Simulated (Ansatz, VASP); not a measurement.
Sb: VASP beside Ansatz

```
Sb
1.0
    -1.88854    1.88854    1.88854
     1.88854   -1.88854    1.88854
     1.88854    1.88854   -1.88854
Sb
1
Direct
  0.00000 0.00000 0.00000
```

Alike in both runs: functional r2SCAN; k mesh 20 × 20 × 20; occupations gaussian, width 0.1 eV; no spin polarisation.

Ansatz relaxed the structure, and its values are those at the end. VASP's run is a single point on that final structure, the one shown.

|  | VASP | Ansatz |
| --- | --- | --- |
| version | VASP 6.6.1 | Ansatz 0.2.0 |
| potentials or method | VASP PAW PBE potentials, release 64 (Sb), cutoff 520 eV | scalar-relativistic, plane waves, PAW |
| valence electrons in the cell | 5 | 15 |

|  | VASP | Ansatz | Ansatz less VASP |
| --- | --- | --- | --- |
| gap on the k mesh at the Fermi level (eV) | none | none | - |
| pressure (GPa) | -0.1 | 0.0 | +0.08 |

VASP's potentials were made for PBE, not for r2SCAN. A gap of «none» marks a metal or a gap that the smearing closes. With one functional, cell and mesh, what is left measures potentials, basis and numerics. VASP's potentials hold 5 valence electrons a cell and Ansatz's 15, so a difference there can come from the potentials and not from the codes.

Neither program's run includes spin-orbit coupling.
